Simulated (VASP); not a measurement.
Input of a VASP 6.6.1 run:

POSCAR

```
HfGe
1.0
    4.5593429051     -0.0000000033      0.0000000000
   -2.2796714497      3.9485067821      0.0000000000
    0.0000000000      0.0000000000      3.1486062318
Hf Ge
1 1
Direct
    0.0000000000      0.0000000000      0.5000000000
    0.3333333333      0.6666666667      0.5000000000
```

Contents of INCAR.step1:

```
  PREC = Accurate
  ENCUT = 520
  EDIFF = 1E-5
  ISMEAR = -1
  SIGMA = 0.05
  LREAL = False
  LASPH = True
  NELM = 100
  ALGO = Normal
  ISIF = 2
  LWAVE = True
  LCHARG = False
  GGA = PE
  NBANDS = 19
```

File INCAR.step2:

```
  PREC = Accurate
  ENCUT = 520
  EDIFF = 1E-7
  ISMEAR = -1
  SIGMA = 0.05
  LREAL = False
  LASPH = True
  NELM = 100
  ALGO = Normal
  ISIF = 2
  LWAVE = False
  LCHARG = False
  GGA = PE
  LHFCALC = True
  HFSCREEN = 0.2079
  PRECFOCK = Normal
  ISTART = 1
  NBANDS = 19
```

File KPOINTS:

```
Automatic mesh
0
Gamma
  4 4 4
```

Potentials or basis: VASP PAW PBE potentials, release 64 (Hf_pv, Ge_d).

The run is started by

```sh
$ cat potpaw_PBE.64/Hf_pv/POTCAR potpaw_PBE.64/Ge_d/POTCAR > POTCAR
$ cp INCAR.step1 INCAR
$ mpirun -np 1 vasp_std > vasp.out
$ cp INCAR.step2 INCAR
$ mpirun -np 1 vasp_std > vasp.out
```

Task: Predict the band gap on the k mesh.

Result: Zero (bands 12 and 13 overlap by 0.12 eV).

Task: Estimate the pressure.

Result: -0.7 GPa.

Stress tensor (GPa, compression positive):
```
-0.73  0.00  0.00
 0.00 -0.73  0.00
 0.00  0.00 -0.57
```

Caveat: the k points lie up to 0.50 Å⁻¹ apart; the PAW data sets were made with another functional, which shifts forces and pressure a little; spin-orbit coupling is left out, which moves the levels of the heavy elements.
